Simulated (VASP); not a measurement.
# Rh (Fm-3m) in VASP: notebook, part 2 of 2

VASP 6.6.1. Earlier steps stand in the parts before.

## Step 3: Single point, r2SCAN

This run uses another cell than the first one, of 13.74 Å³/atom, 0.927 times its volume.

File POSCAR:

```
Rh
1.0
    0.0000000000      1.9008071574      1.9008071574
    1.9008071574      0.0000000000      1.9008071574
    1.9008071574      1.9008071574      0.0000000000
Rh
1
Direct
    0.0000000000      0.0000000000      0.0000000000
```

File INCAR.step1:

```
ALGO = Normal
EDIFF = 1E-5
ENCUT = 580
GGA = PE
GGA_COMPAT = F
ISMEAR = 0
LASPH = T
LCHARG = F
LREAL = F
LWAVE = T
NBANDS = 14
NELM = 120
PREC = Accurate
SIGMA = 0.3
```

File INCAR.step2:

```
ALGO = Normal
EDIFF = 1E-6
ENCUT = 580
GGA_COMPAT = F
ISIF = 2
ISMEAR = 0
ISTART = 1
LASPH = T
LCHARG = F
LMIXTAU = T
LREAL = F
LWAVE = F
METAGGA = R2SCAN
NBANDS = 14
NELM = 120
PREC = Accurate
SIGMA = 0.3
```

File KPOINTS:

```
k-points
0
Gamma
  14 14 14
```

Potentials or basis: VASP PAW PBE potentials, release 64 (Rh_sv_GW).

Command:

```console
$ cat potpaw_PBE.64/Rh_sv_GW/POTCAR > POTCAR
$ cp INCAR.step1 INCAR
$ mpirun -np 1 vasp_std > vasp.out
$ cp INCAR.step2 INCAR
$ mpirun -np 1 vasp_std > vasp.out
```

OUTCAR:

```text
EDIFF = 1E-6
   ENCUT = 580
   ISIF = 2
   ISMEAR = 0
   ISTART = 1
   LASPH = T
   LREAL = F
   METAGGA = R2SCAN
   NELM = 120
   PREC = Accurate

 ion  position               nearest neighbor table
   1  0.000  0.000  0.000-

  LATTYP: Found a face centered cubic cell.
 ALAT       =     3.8016143148

  Lattice vectors:

 A1 = (   0.0000000000,   1.9008071574,   1.9008071574)
 A2 = (   1.9008071574,   0.0000000000,   1.9008071574)
 A3 = (   1.9008071574,   1.9008071574,   0.0000000000)

Analysis of symmetry for initial positions (statically):
=====================================================================
 Subroutine PRICEL returns:
 Original cell was already a primitive cell.

 Routine SETGRP: Setting up the symmetry group for a
 face centered cubic supercell.

 Subroutine GETGRP returns: Found 48 space group operations
 (whereof 48 operations were pure point group operations)
 out of a pool of 48 trial point group operations.

The static configuration has the point symmetry O_h .

Analysis of symmetry for dynamics (positions and initial velocities):
=====================================================================
 Subroutine PRICEL returns:
 Original cell was already a primitive cell.
[... 161 lines left out ...]

 k-point     1 :       0.0000    0.0000    0.0000
  band No.  band energies     occupation
      1     -70.4522      2.00000
      2     -37.0808      2.00000
      3     -37.0808      2.00000
      4     -37.0808      2.00000
      5       2.5492      2.00000
      6       7.5434      2.00000
      7       7.5434      2.00000
      8       7.5434      2.00000
      9       9.6418      2.00000
     10       9.6418      2.00000
     11      27.1696      0.00000
     12      32.8226      0.00000
     13      32.8226      0.00000
     14      32.8226      0.00000
[... 377 lines left out ...]
      1     -70.3791      2.00000
      2     -37.4744      2.00000
      3     -37.1907      2.00000
      4     -37.1822      2.00000
      5       4.8705      2.00000
      6       6.4943      2.00000
      7       7.8732      2.00000
      8       8.4720      2.00000
      9       9.7834      1.99999
     10      10.4086      1.83840
     11      27.3927      0.00000
     12      29.7215      0.00000
     13      32.2052      0.00000
     14      33.4025      0.00000

 [... further k-points ...]
[... 5 lines left out ...]
  --------------------------------------------------------------------------------------
  -------------------------------------------------------------------------------------
  Total       -0.1239554     -0.1239554     -0.1239554     -0.0000000      0.0000000      0.0000000
  in kB      -14.4587863    -14.4587863    -14.4587863     -0.0000000      0.0000000      0.0000000
  external PRESSURE =     -14.4587863 kB  Pullay stress =       0.0000000 kB

 VOLUME and BASIS-vectors are now :
 -----------------------------------------------------------------------------
  energy-cutoff  :      580.00
  volume of cell :       13.74
      direct lattice vectors                 reciprocal lattice vectors
     0.000000000  1.900807157  1.900807157    -0.263046148  0.263046148  0.263046148
     1.900807157  0.000000000  1.900807157     0.263046148 -0.263046148  0.263046148
     1.900807157  1.900807157  0.000000000     0.263046148  0.263046148 -0.263046148

 POSITION                                       TOTAL-FORCE (eV/Angst)
 -----------------------------------------------------------------------------------
      0.00000      0.00000      0.00000         0.000000      0.000000      0.000000
 -----------------------------------------------------------------------------------
    total drift:                                0.000000     -0.000000     -0.000000

  FREE ENERGIE OF THE ION-ELECTRON SYSTEM (eV)
  ---------------------------------------------------
  free  energy   TOTEN  =       -23.3091178789 eV

  energy  without entropy=      -23.2529794032  energy(sigma->0) =      -23.28104864
```

Run time: 2.3 min. Hardware: 1 thread of AMD EPYC 7R43 (Zen 3), shared host; peak memory 0.13 GiB.

What came out:

* Free energy: -23.3091 eV
* Pressure: -1.4 GPa

Caveat: the PAW data sets were made with another functional, which shifts forces and pressure a little.

## Step 4: Single point, r2SCAN

This run uses another cell than the first one, of 13.74 Å³/atom, 0.927 times its volume.

POSCAR is that of step 3.

File INCAR.step1:

```
SYSTEM = Rh
PREC = Accurate ; ENCUT = 580
ISMEAR = 0 ; SIGMA = 0.1
LREAL = .FALSE. ; LASPH = .TRUE.
NELM = 120 ; NBANDS = 14
GGA = PE ; ALGO = Normal
EDIFF = 1E-5 ; LWAVE = .TRUE.
LCHARG = .FALSE. ; GGA_COMPAT = .FALSE.
```

File INCAR.step2:

```
SYSTEM = Rh
PREC = Accurate ; ENCUT = 580
EDIFF = 1E-6 ; ISMEAR = 0
SIGMA = 0.1 ; LREAL = .FALSE.
LASPH = .TRUE. ; NELM = 120
ALGO = Normal ; ISIF = 2
LWAVE = .FALSE. ; LCHARG = .TRUE.
METAGGA = R2SCAN ; LMIXTAU = .TRUE.
LELF = .TRUE. ; LVHAR = .TRUE.
NBANDS = 14 ; ISTART = 1
GGA_COMPAT = .FALSE.
```

File KPOINTS:

```
regular mesh
0
G
  14 14 14
  0 0 0
```

Command:

```console
$ cat potpaw_PBE.64/Rh_sv_GW/POTCAR > POTCAR
$ cp INCAR.step1 INCAR
$ mpirun -np 1 vasp_std > vasp.out
$ cp INCAR.step2 INCAR
$ mpirun -np 1 vasp_std > vasp.out
```

It took 72 s on 1 thread of Intel Xeon Platinum 8259CL at 2.50GHz (Skylake/Cascade Lake), shared host; peak memory 0.17 GiB.

Results (log left out):

| Property | Result |
| --- | --- |
| Free energy | -23.2854 eV |
| Pressure | -1.9 GPa |

Levels at points of the mesh, in eV from the Fermi level:
| k point | band 4 | band 5 | band 6 | band 7 | band 8 | band 9 | band 10 | band 11 | band 12 | band 13 |
| --- | --- | --- | --- | --- | --- | --- | --- | --- | --- | --- |
| (0.00, 0.00, 0.00) | -47.77 | -8.14 | -3.14 | -3.14 | -3.14 | -1.04 | -1.04 | 16.48 | 22.14 | 22.14 |
| (0.50, 0.00, 0.00) | -47.88 | -6.30 | -3.26 | -3.26 | 0.62 | 0.62 | 0.93 | 9.13 | 16.09 | 22.03 |
| (0.50, 0.50, 0.00) | -48.06 | -6.52 | -6.15 | 0.54 | 1.08 | 1.08 | 3.50 | 12.92 | 13.98 | 13.98 |

Caveat: the PAW data sets were made with another functional, which shifts forces and pressure a little.

## Step 5: Single point, r2SCAN

This run uses another cell than the first one, of 13.74 Å³/atom, 0.927 times its volume.

File POSCAR:

```
Rh
1.0
    0.0000000000      1.9008071576      1.9008071576
    1.9008071576      0.0000000000      1.9008071576
    1.9008071576      1.9008071576      0.0000000000
Rh
1
Direct
    0.0000000000      0.0000000000      0.0000000000
```

File INCAR.step1:

```
PREC = Accurate ; ENCUT = 520
ISMEAR = -1 ; SIGMA = 0.1
LREAL = F ; LASPH = T
NELM = 60 ; NBANDS = 14
GGA = PE ; ALGO = Normal
EDIFF = 1E-4 ; LWAVE = T
LCHARG = F
```

File INCAR.step2:

```
PREC = Accurate ; ENCUT = 520
EDIFF = 1E-6 ; ISMEAR = -1
SIGMA = 0.1 ; LREAL = F
LASPH = T ; NELM = 60
ALGO = Normal ; ISIF = 2
LWAVE = F ; LCHARG = F
METAGGA = R2SCAN ; LMIXTAU = T
NBANDS = 14 ; ISTART = 1
```

File KPOINTS:

```
Automatic mesh
0
Gamma
  14 14 14
```

Potentials or basis: VASP PAW PBE potentials, release 64 (Rh_pv).

Command:

```console
$ cat potpaw_PBE.64/Rh_pv/POTCAR > POTCAR
$ cp INCAR.step1 INCAR
$ mpirun -np 1 vasp_std > vasp.out
$ cp INCAR.step2 INCAR
$ mpirun -np 1 vasp_std > vasp.out
```

It took 70 s on 1 thread of Intel Xeon Platinum 8259CL at 2.50GHz (Skylake/Cascade Lake), shared host; peak memory 0.14 GiB.

It converged, with:

- Free energy: -24.1578 eV
- Pressure: 1.2 GPa

Levels at points of the mesh, in eV from the Fermi level:
| k point | band 3 | band 4 | band 5 | band 6 | band 7 | band 8 | band 9 | band 10 | band 11 | band 12 |
| --- | --- | --- | --- | --- | --- | --- | --- | --- | --- | --- |
| (0.00, 0.00, 0.00) | -47.77 | -8.18 | -3.17 | -3.17 | -3.17 | -1.06 | -1.06 | 16.71 | 17.42 | 22.47 |
| (0.50, 0.00, 0.00) | -47.88 | -6.34 | -3.28 | -3.28 | 0.60 | 0.60 | 0.90 | 9.10 | 16.27 | 17.42 |
| (0.50, 0.50, 0.00) | -48.06 | -6.55 | -6.18 | 0.53 | 1.06 | 1.06 | 3.49 | 12.89 | 14.01 | 14.01 |

Caveat: the PAW data sets were made with another functional, which shifts forces and pressure a little.

## Step 6: Summary

```tsv
potentials or basis	spin	cell	k mesh	cutoff (eV)	smearing	second run	gap on the mesh (eV)	pressure (GPa)
VASP PAW PBE potentials, release 64 (Rh_pv)	collinear, ferromagnetic start	a = 2.757 Å, angles 60.0°, 1 atom	23 × 23 × 23	520	fermi-dirac 0.05 eV	-	none	-16.9
VASP PAW PBE potentials, release 64 (Rh_sv_GW)	off	a = 2.688 Å, angles 60.0°, 1 atom	14 × 14 × 14	580	gaussian 0.3 eV	valence_matched	none	-1.4
VASP PAW PBE potentials, release 64 (Rh_sv_GW)	off	a = 2.688 Å, angles 60.0°, 1 atom	14 × 14 × 14	580	gaussian 0.1 eV	valence_matched	none	-1.9
VASP PAW PBE potentials, release 64 (Rh_pv)	off	a = 2.688 Å, angles 60.0°, 1 atom	14 × 14 × 14	520	fermi-dirac 0.1 eV	-	none	1.2
```

Alike in all rows: task single point; level r2SCAN.

Caveats: the PAW data sets were made with another functional, which shifts forces and pressure a little.

Absolute energies hang on the potentials; compare differences alone.
